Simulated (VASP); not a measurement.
# MgBe4Cu (F-43m) in VASP: further runs, part 3 of 3

VASP 6.6.1. The steps go on from the part before.

## (5) Single point, LDA

INCAR reads:

```
SYSTEM = MgBe4Cu
ALGO = Normal
EDIFF = 1E-6
ENCUT = 600
GGA = CA
GGA_COMPAT = .FALSE.
ISIF = 2
ISMEAR = 1
LASPH = .TRUE.
LCHARG = .FALSE.
LREAL = .FALSE.
LWAVE = .FALSE.
NBANDS = 20
NELM = 120
PREC = Accurate
SIGMA = 0.1
```

KPOINTS reads:

```
k-points
0
G
  6 6 6
  0 0 0
```

POSCAR reads:

```
MgBe4Cu
1.0
    0.0000000000      3.1237420000      3.1237420000
    3.1237420000      0.0000000000      3.1237420000
    3.1237420000      3.1237420000      0.0000000000
Mg Be Cu
1 4 1
Direct
    0.0000000000      0.0000000000      0.0000000000
    0.3764480000      0.3764480000      0.3764480000
    0.8706560000      0.3764480000      0.3764480000
    0.3764480000      0.3764480000      0.8706560000
    0.3764480000      0.8706560000      0.3764480000
    0.7500000000      0.7500000000      0.7500000000
```

Potentials or basis: VASP PAW LDA potentials, release 64 (Mg, Be, Cu).

On the command line:

```sh
> cat potpaw_LDA.64/Mg/POTCAR potpaw_LDA.64/Be/POTCAR potpaw_LDA.64/Cu/POTCAR > POTCAR
> mpirun -np 1 vasp_std > vasp.out
```

OUTCAR:

```text
SYSTEM = MgBe4Cu
   EDIFF = 1E-6
   ENCUT = 600
   GGA = CA
   ISIF = 2
   ISMEAR = 1
   LASPH = .TRUE.
   LREAL = .FALSE.
   NELM = 120
   PREC = Accurate

 ion  position               nearest neighbor table
   1  0.000  0.000  0.000-   3 2.59   5 2.59   3 2.59   4 2.59   4 2.59   5 2.59   2 2.59   2 2.59
                             2 2.59   3 2.59   4 2.59   5 2.59   6 2.71   6 2.71   6 2.71   6 2.71
   2  0.376  0.376  0.376-   3 2.18   4 2.18   5 2.18   4 2.23   5 2.23   3 2.23   6 2.59   6 2.59
                             6 2.59   1 2.59   1 2.59   1 2.59
   3  0.871  0.376  0.376-   2 2.18   4 2.18   5 2.18   2 2.23   4 2.23   5 2.23   6 2.59   6 2.59
                             6 2.59   1 2.59   1 2.59   1 2.59
   4  0.376  0.376  0.871-   2 2.18   3 2.18   5 2.18   2 2.23   5 2.23   3 2.23   6 2.59   6 2.59
                             6 2.59   1 2.59   1 2.59   1 2.59
   5  0.376  0.871  0.376-   2 2.18   3 2.18   4 2.18   4 2.23   2 2.23   3 2.23   6 2.59   6 2.59
                             6 2.59   1 2.59   1 2.59   1 2.59
   6  0.750  0.750  0.750-   3 2.59   4 2.59   5 2.59   2 2.59   2 2.59   2 2.59   5 2.59   3 2.59
                             5 2.59   4 2.59   4 2.59   3 2.59   1 2.71   1 2.71   1 2.71   1 2.71

  LATTYP: Found a face centered cubic cell.
 ALAT       =     6.2474840000

  Lattice vectors:

 A1 = (   0.0000000000,   3.1237420000,   3.1237420000)
 A2 = (   3.1237420000,   0.0000000000,   3.1237420000)
 A3 = (   3.1237420000,   3.1237420000,   0.0000000000)

Analysis of symmetry for initial positions (statically):
=====================================================================
 Subroutine PRICEL returns:
 Original cell was already a primitive cell.

 Routine SETGRP: Setting up the symmetry group for a
 face centered cubic supercell.

 Subroutine GETGRP returns: Found 24 space group operations
 (whereof 24 operations were pure point group operations)
 out of a pool of 48 trial point group operations.

The static configuration has the point symmetry T_d .

Analysis of symmetry for dynamics (positions and initial velocities):
=====================================================================
 Subroutine PRICEL returns:
 Original cell was already a primitive cell.

 Routine SETGRP: Setting up the symmetry group for a
 face centered cubic supercell.

 Subroutine GETGRP returns: Found 24 space group operations
 (whereof 24 operations were pure point group operations)
 out of a pool of 48 trial point group operations.

The dynamic configuration has the point symmetry T_d .

 Subroutine INISYM returns: Found 24 space group operations
 (whereof 24 operations are pure point group operations),
 and found     1 'primitive' translations

----------------------------------------------------------------------------------------

                                     Primitive cell

  volume of cell :      60.9615

  direct lattice vectors                    reciprocal lattice vectors
     0.000000000  3.123742000  3.123742000    -0.160064436  0.160064436  0.160064436
     3.123742000  0.000000000  3.123742000     0.160064436 -0.160064436  0.160064436
     3.123742000  3.123742000  0.000000000     0.160064436  0.160064436 -0.160064436

  length of vectors
     4.417638302  4.417638302  4.417638302     0.277239735  0.277239735  0.277239735

  position of ions in fractional coordinates (direct lattice)
[... 47 lines left out ...]
  0.500000  0.000000  0.000000      4.000000
  0.166667  0.166667  0.000000      6.000000
  0.333333  0.166667  0.000000     24.000000
[... 8 lines left out ...]
 -0.333333  0.333333  0.166667     24.000000
 -0.333333  0.500000  0.166667     12.000000
   k-points           NKPTS =     16   k-points in BZ     NKDIM =     16   number of bands    NBANDS=     20
   number of dos      NEDOS =    301   number of ions     NIONS =      6
   total plane-waves  NPLWV =  46656
   dimension x,y,z NGX =    36 NGY =   36 NGZ =   36
   dimension x,y,z NGXF=    72 NGYF=   72 NGZF=   72
   ions per type =               1   4   1
   NGX,Y,Z   is equivalent  to a cutoff of  13.55, 13.55, 13.55 a.u.
   NGXF,Y,Z  is equivalent  to a cutoff of  27.10, 27.10, 27.10 a.u.
 SYSTEM =  MgBe4Cu
   PREC   = accura    normal or accurate (medium, high low for compatibility)
   ISTART =      0    job   : 0-new  1-cont  2-samecut
   ICHARG =      2    charge: 1-file 2-atom 10-const
   ISPIN  =      1    spin polarized calculation?
   LNONCOLLINEAR =      F non collinear calculations
   LSORBIT =      F    spin-orbit coupling
   LASPH  =      T    aspherical Exc in radial PAW
   ENCUT  =  600.0 eV  44.10 Ry    6.64 a.u.   8.82  8.82  8.82*2*pi/ulx,y,z
   NELM   =    120;   NELMIN=  2; NELMDL= -5     # of ELM steps
   EDIFF  = 0.1E-05   stopping-criterion for ELM
   LREAL  =      F    real-space projection
   EDIFFG = 0.1E-04   stopping-criterion for IOM
   NSW    =      0    number of steps for IOM
   IBRION =     -1    ionic relax: 0-MD 1-quasi-New 2-CG
   NFREE  =      0    steps in history (QN), initial steepest desc. (CG)
   ISIF   =      2    stress and relaxation
   ISYM   =      2    0-nonsym 1-usesym 2-fastsym
   POTIM  = 0.5000    time-step for ionic-motion
   TEBEG  =    0.0;   TEEND  =   0.0 temperature during run
   PSTRESS=    0.0 pullay stress
   NELECT =      21.0000    total number of electrons
   NUPDOWN=      -1.0000    fix difference up-down
   EMIN   =  10.00;   EMAX   =-10.00  energy-range for DOS
   EFERMI =   0.00;   METHOD = LEGACY
   ISMEAR =     1;   SIGMA  =   0.10  broadening in eV -4-tet -1-fermi 0-gaus
   EFERMI_NEDOS =   21; number of points for ismear=-14 and -15
   IALGO  =     38    algorithm
   IMIX   =      4    mixing-type and parameters
     AMIX     =   0.40;   BMIX     =  1.00
     AMIX_MAG =   1.60;   BMIX_MAG =  1.00
  volume/ion in A,a.u.               =      10.16        68.56
  Fermi-wavevector in a.u.,A,eV,Ry     =   1.147615  2.168677 17.919139  1.317020
  Thomas-Fermi vector in A             =   2.284294
   LORBIT       =      0    0 simple, 1 ext, 2 COOP (PROOUT), +10 PAW based schemes
   GGA     = CA    functional components
   LHFCALC =     F    Hartree Fock is set to
   AEXX    =    0.0000 exact exchange contribution
   IVDW    =     0    specifies the selected vdW correction
   LEPSILON=     F    determine dielectric tensor
   LRPA    =     F    only Hartree local field effects (RPA)
 non-spin polarized calculation
 Methfessel and Paxton  Order N= 1 SIGMA  =   0.10
  energy-cutoff  :      600.00
  volume of cell :       60.96
 maximum number of plane-waves:      2085
   NGX = 17   NGY = 17   NGZ = 17

 number of electron      20.9999988 magnetization

 Free energy of the ion-electron system (eV)
  ---------------------------------------------------
  ext. energy  EPLUGINS =         0.00000000
  ---------------------------------------------------
  free energy    TOTEN  =       -23.55213766 eV

  energy without entropy =      -23.55129209  energy(sigma->0) =      -23.55185580

 E-fermi :   6.0644     XC(G=0): -10.8625

 val. band max:        6.0382262048   @ k =  -0.1667   0.1667   0.0000
 cond. band min:       6.1358822862   @ k =   0.5000   0.0000   0.0000
 fundamental gap:      0.0976560814
 Fermi energy:         6.0644347983

 k-point     1 :       0.0000    0.0000    0.0000
  band No.  band energies     occupation
      1      -3.9925      2.00000
      2       1.6652      2.00000
      3       1.6652      2.00000
      4       1.6652      2.00000
      5       1.8897      2.00000
      6       1.8897      2.00000
[... 357 lines left out ...]
     19      15.7717      0.00000
     20      16.0652      0.00000

------------------------ aborting loop because EDIFF is reached ----------------------------------------

  FORCE on cell =-STRESS in cart. coord.  units (eV):
  Direction    XX          YY          ZZ          XY          YZ          ZX
  --------------------------------------------------------------------------------------
  -------------------------------------------------------------------------------------
  Total       -2.3000999     -2.3000999     -2.3000999      0.0000000     -0.0000000      0.0000000
  in kB      -60.4507679    -60.4507679    -60.4507679      0.0000000     -0.0000000      0.0000000
  external PRESSURE =     -60.4507679 kB  Pullay stress =       0.0000000 kB

 VOLUME and BASIS-vectors are now :
 -----------------------------------------------------------------------------
  energy-cutoff  :      600.00
  volume of cell :       60.96
      direct lattice vectors                 reciprocal lattice vectors
     0.000000000  3.123742000  3.123742000    -0.160064436  0.160064436  0.160064436
     3.123742000  0.000000000  3.123742000     0.160064436 -0.160064436  0.160064436
     3.123742000  3.123742000  0.000000000     0.160064436  0.160064436 -0.160064436

 POSITION                                       TOTAL-FORCE (eV/Angst)
 -----------------------------------------------------------------------------------
      0.00000      0.00000      0.00000         0.000000      0.000000      0.000000
      2.35185      2.35185      2.35185         0.002545      0.002545      0.002545
      2.35185      3.89563      3.89563         0.002545     -0.002545     -0.002545
      3.89563      3.89563      2.35185        -0.002545     -0.002545      0.002545
      3.89563      2.35185      3.89563        -0.002545      0.002545     -0.002545
      4.68561      4.68561      4.68561         0.000000      0.000000      0.000000
 -----------------------------------------------------------------------------------
    total drift:                                0.000000      0.000000      0.000001

  FREE ENERGIE OF THE ION-ELECTRON SYSTEM (eV)
  ---------------------------------------------------
  free  energy   TOTEN  =       -23.5521376554 eV

  energy  without entropy=      -23.5512920927  energy(sigma->0) =      -23.55185580
```

Run time: 32 s. Hardware: 1 thread of Intel Xeon Platinum 8488C (Sapphire Rapids), shared host; peak memory 0.18 GiB.

What came out:

- Free energy: -23.5521 eV
- Pressure: -6.0 GPa
- Largest force: 0.004 eV/Å

Forces on the atoms (eV/Å):
```
Mg   0.000  0.000  0.000
Be   0.003  0.003  0.003
Be   0.003 -0.003 -0.003
Be  -0.003 -0.003  0.003
Be  -0.003  0.003 -0.003
Cu   0.000  0.000  0.000
```

## (6) Summary

```csv
k mesh,gap on the mesh (eV),pressure (GPa),largest force (eV/Å)
3 × 3 × 3,none,-5.1,0.08
4 × 4 × 4,none,-6.0,0.07
5 × 5 × 5,none,-6.2,0.06
6 × 6 × 6,none,-6.0,-
```

Alike in all rows: task single point; level LDA; potentials or basis VASP PAW LDA potentials, release 64 (Mg, Be, Cu); no spin polarisation; cell as given; cutoff (eV) 600; smearing methfessel-paxton 0.1 eV.

Caveats: some runs use coarse meshes.

Absolute energies hang on the potentials; compare differences alone.
